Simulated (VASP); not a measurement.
# AgBr (Fm-3m) in VASP: further runs

The runs below take AgBr through single point, with RPBE+D4, BLYP.

All numbers are computed with VASP 6.6.1; they aren't measurements. Logs are shortened: lines on timing, memory, paths and dates and some standing lists are left out, and cuts for length are marked.

## (1) The cell of the first run

It takes space group Fm-3m (No. 225, cubic). Conventional cell: a = 5.702 Å, b = 5.702 Å, c = 5.702 Å, α = 90.00°, β = 90.00°, γ = 90.00°. Ag (site symmetry m-3m) has 6 Br at 2.85 Å within 3.8 Å. Within 3.8 Å of Br (site symmetry m-3m) lie 6 Ag at 2.85 Å.

## (2) Single point, RPBE+D4

The input, INCAR:

```
PREC = Accurate
ENCUT = 500
EDIFF = 1E-6
ISMEAR = -1
SIGMA = 0.05
LREAL = F
LASPH = T
NELM = 120
ALGO = Normal
ISIF = 2
LWAVE = F
LCHARG = F
GGA = RP
IVDW = 13
NBANDS = 16
GGA_COMPAT = F
```

The input, KPOINTS:

```
regular mesh
0
Gamma
  8 8 8
```

The input, POSCAR:

```
AgBr
1.0
    0.0000000000      2.8508866679      2.8508866679
    2.8508866679      0.0000000000      2.8508866679
    2.8508866679      2.8508866679      0.0000000000
Ag Br
1 1
Direct
    0.0000000000      0.0000000000      0.0000000000
    0.5000000000      0.5000000000      0.5000000000
```

Potentials or basis: VASP PAW PBE potentials, release 64 (Ag, Br).

Run with:

```bash
> cat potpaw_PBE.64/Ag/POTCAR potpaw_PBE.64/Br/POTCAR > POTCAR
> mpirun -np 1 vasp_std > vasp.out
```

OUTCAR:

```text
PREC = Accurate
   ENCUT = 500
   EDIFF = 1E-6
   ISMEAR = -1
   LREAL = F
   LASPH = T
   NELM = 120
   ISIF = 2
   GGA = RP
   IVDW = 13

 ion  position               nearest neighbor table
   1  0.000  0.000  0.000-   2 2.85   2 2.85   2 2.85   2 2.85   2 2.85   2 2.85
   2  0.500  0.500  0.500-   1 2.85   1 2.85   1 2.85   1 2.85   1 2.85   1 2.85

  LATTYP: Found a face centered cubic cell.
 ALAT       =     5.7017733358

  Lattice vectors:

 A1 = (   0.0000000000,   2.8508866679,   2.8508866679)
 A2 = (   2.8508866679,   0.0000000000,   2.8508866679)
 A3 = (   2.8508866679,   2.8508866679,   0.0000000000)

Analysis of symmetry for initial positions (statically):
=====================================================================
 Subroutine PRICEL returns:
 Original cell was already a primitive cell.

 Routine SETGRP: Setting up the symmetry group for a
 face centered cubic supercell.

 Subroutine GETGRP returns: Found 48 space group operations
 (whereof 48 operations were pure point group operations)
 out of a pool of 48 trial point group operations.

The static configuration has the point symmetry O_h .

Analysis of symmetry for dynamics (positions and initial velocities):
=====================================================================
 Subroutine PRICEL returns:
 Original cell was already a primitive cell.

 Routine SETGRP: Setting up the symmetry group for a
 face centered cubic supercell.

 Subroutine GETGRP returns: Found 48 space group operations
 (whereof 48 operations were pure point group operations)
 out of a pool of 48 trial point group operations.

The dynamic configuration has the point symmetry O_h .

 Subroutine INISYM returns: Found 48 space group operations
 (whereof 48 operations are pure point group operations),
 and found     1 'primitive' translations

----------------------------------------------------------------------------------------

                                     Primitive cell

  volume of cell :      46.3415

  direct lattice vectors                    reciprocal lattice vectors
     0.000000000  2.850886668  2.850886668    -0.175384032  0.175384032  0.175384032
     2.850886668  0.000000000  2.850886668     0.175384032 -0.175384032  0.175384032
     2.850886668  2.850886668  0.000000000     0.175384032  0.175384032 -0.175384032

  length of vectors
     4.031762591  4.031762591  4.031762591     0.303774055  0.303774055  0.303774055

  position of ions in fractional coordinates (direct lattice)
     0.000000000  0.000000000  0.000000000
     0.500000000  0.500000000  0.500000000

  ion indices of the primitive-cell ions
   primitive index   ion index
                 1           1
                 2           2

----------------------------------------------------------------------------------------

 KPOINTS: regular mesh

Automatic generation of k-mesh.
 Grid dimensions read from file:
 generate k-points for:    8    8    8

 Generating k-lattice:

  Cartesian coordinates                     Fractional coordinates (reciprocal lattice)
    -0.021923004  0.021923004  0.021923004     0.125000000  0.000000000  0.000000000
     0.021923004 -0.021923004  0.021923004     0.000000000  0.125000000  0.000000000
     0.021923004  0.021923004 -0.021923004     0.000000000  0.000000000  0.125000000

  Length of vectors
     0.037971757  0.037971757  0.037971757

  Shift w.r.t. Gamma in fractional coordinates (k-lattice)
     0.000000000  0.000000000  0.000000000

 Subroutine IBZKPT returns following result:
 ===========================================

 Found     29 irreducible k-points:

 Following reciprocal coordinates:
            Coordinates               Weight
  0.000000  0.000000  0.000000      1.000000
  0.125000  0.000000  0.000000      8.000000
  0.250000  0.000000  0.000000      8.000000
  0.375000  0.000000  0.000000      8.000000
  0.500000  0.000000  0.000000      4.000000
  0.125000  0.125000  0.000000      6.000000
[... 16 lines left out ...]
  0.500000  0.250000  0.125000     48.000000
 -0.375000  0.250000  0.125000     24.000000
 [... further k-points ...]
   k-points           NKPTS =     29   k-points in BZ     NKDIM =     29   number of bands    NBANDS=     16
   number of dos      NEDOS =    301   number of ions     NIONS =      2
   total plane-waves  NPLWV =  27000
   dimension x,y,z NGX =    30 NGY =   30 NGZ =   30
   dimension x,y,z NGXF=    60 NGYF=   60 NGZF=   60
   ions per type =               1   1
   NGX,Y,Z   is equivalent  to a cutoff of  12.37, 12.37, 12.37 a.u.
   NGXF,Y,Z  is equivalent  to a cutoff of  24.74, 24.74, 24.74 a.u.
 SYSTEM =  unknown system
   PREC   = accura    normal or accurate (medium, high low for compatibility)
   ISTART =      0    job   : 0-new  1-cont  2-samecut
   ICHARG =      2    charge: 1-file 2-atom 10-const
   ISPIN  =      1    spin polarized calculation?
   LNONCOLLINEAR =      F non collinear calculations
   LSORBIT =      F    spin-orbit coupling
   LASPH  =      T    aspherical Exc in radial PAW
   ENCUT  =  500.0 eV  36.75 Ry    6.06 a.u.   7.35  7.35  7.35*2*pi/ulx,y,z
   NELM   =    120;   NELMIN=  2; NELMDL= -5     # of ELM steps
   EDIFF  = 0.1E-05   stopping-criterion for ELM
   LREAL  =      F    real-space projection
   EDIFFG = 0.1E-04   stopping-criterion for IOM
   NSW    =      0    number of steps for IOM
   IBRION =     -1    ionic relax: 0-MD 1-quasi-New 2-CG
   NFREE  =      0    steps in history (QN), initial steepest desc. (CG)
   ISIF   =      2    stress and relaxation
   ISYM   =      2    0-nonsym 1-usesym 2-fastsym
   POTIM  = 0.5000    time-step for ionic-motion
   TEBEG  =    0.0;   TEEND  =   0.0 temperature during run
   PSTRESS=    0.0 pullay stress
   NELECT =      18.0000    total number of electrons
   NUPDOWN=      -1.0000    fix difference up-down
   EMIN   =  10.00;   EMAX   =-10.00  energy-range for DOS
   EFERMI =   0.00;   METHOD = LEGACY
   ISMEAR =    -1;   SIGMA  =   0.05  broadening in eV -4-tet -1-fermi 0-gaus
   EFERMI_NEDOS =   21; number of points for ismear=-14 and -15
   IALGO  =     38    algorithm
   IMIX   =      4    mixing-type and parameters
     AMIX     =   0.40;   BMIX     =  1.00
     AMIX_MAG =   1.60;   BMIX_MAG =  1.00
  volume/ion in A,a.u.               =      23.17       156.36
  Fermi-wavevector in a.u.,A,eV,Ry     =   1.194471  2.257223 19.412271  1.426762
  Thomas-Fermi vector in A             =   2.330461
   LORBIT       =      0    0 simple, 1 ext, 2 COOP (PROOUT), +10 PAW based schemes
   GGA     = RP    functional components
   LHFCALC =     F    Hartree Fock is set to
   AEXX    =    0.0000 exact exchange contribution
   IVDW    =    13    specifies the selected vdW correction
   LEPSILON=     F    determine dielectric tensor
   LRPA    =     F    only Hartree local field effects (RPA)
 non-spin polarized calculation
  energy-cutoff  :      500.00
  volume of cell :       46.34
 maximum number of plane-waves:      1243
 NGX is ok and might be reduce to    30
   NGX = 15   NGY = 15   NGZ = 15

 number of electron      17.9999999 magnetization

 Free energy of the ion-electron system (eV)
  ---------------------------------------------------
  ext. energy  EPLUGINS =         0.00000000
  ---------------------------------------------------
  free energy    TOTEN  =        -4.18884968 eV

  energy without entropy =       -4.18884575  energy(sigma->0) =       -4.18884772

 E-fermi :   4.4817     XC(G=0):  -9.7635

 val. band max:        3.9922736479   @ k =   0.5000   0.0000   0.0000
 cond. band min:       4.8253317851   @ k =   0.0000   0.0000   0.0000
 fundamental gap:      0.8330581372
 Fermi energy:         4.4817246135

 k-point     1 :       0.0000    0.0000    0.0000
  band No.  band energies     occupation
      1     -11.1916      2.00000
      2       1.1332      2.00000
      3       1.1332      2.00000
      4       1.1336      2.00000
      5       1.1336      2.00000
      6       1.1336      2.00000
[... 8 lines left out ...]
     15      16.0089      0.00000
     16      16.0089      0.00000

 k-point     2 :       0.1250    0.0000    0.0000
  band No.  band energies     occupation
      1     -11.1279      2.00000
      2       0.7124      2.00000
      3       0.7124      2.00000
      4       0.7639      2.00000
      5       1.1780      2.00000
      6       1.1780      2.00000
[... 8 lines left out ...]
     15      15.0375      0.00000
     16      15.5263      0.00000

 k-point     3 :       0.2500    0.0000    0.0000
  band No.  band energies     occupation
      1     -10.9669      2.00000
      2      -0.2576      2.00000
      3       0.1796      2.00000
      4       0.1796      2.00000
      5       1.2881      2.00000
      6       1.2881      2.00000
[... 8 lines left out ...]
     15      15.4169      0.00000
     16      15.4169      0.00000

 k-point     4 :       0.3750    0.0000    0.0000
  band No.  band energies     occupation
      1     -10.7944      2.00000
      2      -1.0916      2.00000
      3      -0.1754      2.00000
      4      -0.1754      2.00000
      5       1.4023      2.00000
      6       1.4023      2.00000
[... 8 lines left out ...]
     15      16.4470      0.00000
     16      16.4470      0.00000
[... 324 lines left out ...]
 k-point    22 :       0.3750    0.2500    0.1250
  band No.  band energies     occupation
      1     -10.8661      2.00000
      2      -0.6768      2.00000
      3       0.1194      2.00000
      4       0.5050      2.00000
      5       1.2360      2.00000
      6       1.3805      2.00000
[... 8 lines left out ...]
     15      17.5032      0.00000
     16      18.2235      0.00000

 k-point    23 :       0.5000    0.2500    0.1250
  band No.  band energies     occupation
      1     -10.7411      2.00000
      2      -0.8974      2.00000
      3      -0.1739      2.00000
      4       0.1071      2.00000
      5       1.3334      2.00000
      6       1.4572      2.00000
[... 8 lines left out ...]
     15      17.8375      0.00000
     16      18.2030      0.00000

 k-point    24 :      -0.3750    0.2500    0.1250
  band No.  band energies     occupation
      1     -10.6876      2.00000
      2      -0.9664      2.00000
      3      -0.2054      2.00000
      4      -0.1753      2.00000
      5       1.4024      2.00000
      6       1.4583      2.00000
[... 8 lines left out ...]
     15      16.7523      0.00000
     16      18.4253      0.00000

 [... further k-points ...]

------------------------ aborting loop because EDIFF is reached ----------------------------------------

  DFT-D4 for vdW energy calculation

  Edisp (eV):   -1.51730

  FORCE on cell =-STRESS in cart. coord.  units (eV):
  Direction    XX          YY          ZZ          XY          YZ          ZX
  --------------------------------------------------------------------------------------
  -------------------------------------------------------------------------------------
  Total       0.18702     0.18702     0.18702    -0.00000     0.00000     0.00000
  in kB       6.46598     6.46598     6.46598    -0.00000     0.00000     0.00000
  external pressure =        6.47 kB  Pullay stress =        0.00 kB

 VOLUME and BASIS-vectors are now :
 -----------------------------------------------------------------------------
  energy-cutoff  :      500.00
  volume of cell :       46.34
      direct lattice vectors                 reciprocal lattice vectors
     0.000000000  2.850886668  2.850886668    -0.175384032  0.175384032  0.175384032
     2.850886668  0.000000000  2.850886668     0.175384032 -0.175384032  0.175384032
     2.850886668  2.850886668  0.000000000     0.175384032  0.175384032 -0.175384032

 POSITION                                       TOTAL-FORCE (eV/Angst)
 -----------------------------------------------------------------------------------
      0.00000      0.00000      0.00000         0.000000      0.000000      0.000000
      2.85089      2.85089      2.85089        -0.000000     -0.000000     -0.000000
 -----------------------------------------------------------------------------------
    total drift:                               -0.000000      0.000000      0.000000

  FREE ENERGIE OF THE ION-ELECTRON SYSTEM (eV)
  ---------------------------------------------------
  free  energy   TOTEN  =        -5.7061450725 eV

  energy  without entropy=       -5.7061411418  energy(sigma->0) =       -5.70614311
```

Run time: 18 s. Hardware: 1 thread of Intel Xeon Platinum 8488C (Sapphire Rapids), shared host; peak memory 0.17 GiB.

Results:

```yaml
Free_energy: -5.7061 eV
Pressure: 0.6 GPa
Band_gap_on_the_k_mesh: 0.83 eV, indirect (least direct gap 2.85 eV)
Dispersion_energy_per_atom: -0.759 eV
```

Caveat: the PAW data sets were made with another functional, which shifts forces and pressure a little. A k mesh can miss the band edges.

(Continued in part 2 of 2.)
